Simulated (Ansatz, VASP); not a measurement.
## Be2Si: VASP beside Ansatz

The input INCAR:

```
SYSTEM = Be2Si
PREC = Accurate
ENCUT = 520
EDIFF = 1E-6
ISMEAR = -1
SIGMA = 0.05
LREAL = .False.
LASPH = .True.
NELM = 80
ALGO = Fast
ISIF = 2
LWAVE = .False.
LCHARG = .True.
GGA = PE
LELF = .True.
LVHAR = .True.
NBANDS = 11
```

Contents of KPOINTS:

```
Automatic mesh
0
Gamma
  9 9 9
  0 0 0
```

File POSCAR:

```
Be2Si
1.0
    0.0000000000      2.6400000000      2.6400000000
    2.6400000000      0.0000000000      2.6400000000
    2.6400000000      2.6400000000      0.0000000000
Si Be
1 2
Direct
    0.0034090000      0.0156600000     -0.0047050000
    0.2467480000      0.2399750000      0.2580380000
    0.7466280000      0.7583860000      0.7498540000
```

Contents of input.yaml:

```yaml
crystal:
  lattice:
    - [0.0, 2.64, 2.64]
    - [2.64, 0.0, 2.64]
    - [2.64, 2.64, 0.0]
  atoms:
    - { symbol: Si, position: [0.003409, 0.01566, -0.004705] }
    - { symbol: Be, position: [0.246748, 0.239975, 0.258038] }
    - { symbol: Be, position: [0.746628, 0.758386, 0.749854] }
hamiltonian:
  xc: pbe
  pseudopotentials: { kind: paw }
kpoints:
  mp_grid: { grid: [9, 9, 9] }
scf:
  occupations: { method: fermi_dirac, width: 0.05 }
output:
  forces: true
  stress: true
  eigenvalues: true
```

Change from the starting cell: atoms moved at random, drawn with an rms of 0.05 Å.

Alike in both runs: task single point; functional PBE; k mesh 9 × 9 × 9; occupations fermi-dirac, width 0.05 eV; no spin polarisation.

|  | VASP | Ansatz |
| --- | --- | --- |
| version | VASP 6.6.1 | Ansatz 0.2.0 |
| potentials or method | VASP PAW PBE potentials, release 64 (Si, Be) | Ansatz PAW |
| plane-wave cutoff (eV) | 520 | 420 |
| valence electrons in the cell | 8 | 8 |

Ansatz gave:

* gap on the k mesh at the Fermi level (eV): none
* pressure (GPa): 0.4
* traceless stress, the component that is largest in VASP (GPa): 0.74
* rms of the force components (eV/Å): 0.220

Question: Which values does VASP return?

Answer: gap on the k mesh at the Fermi level (eV): none; pressure (GPa): 0.5; traceless stress, the component that is largest in VASP (GPa): 0.75; rms of the force components (eV/Å): 0.221.

Atom by atom the forces differ by 0.001 eV/Å (rms over components). A gap of «none» marks a metal or a gap that the smearing closes. With one functional, cell and mesh, what is left measures potentials, basis and numerics.
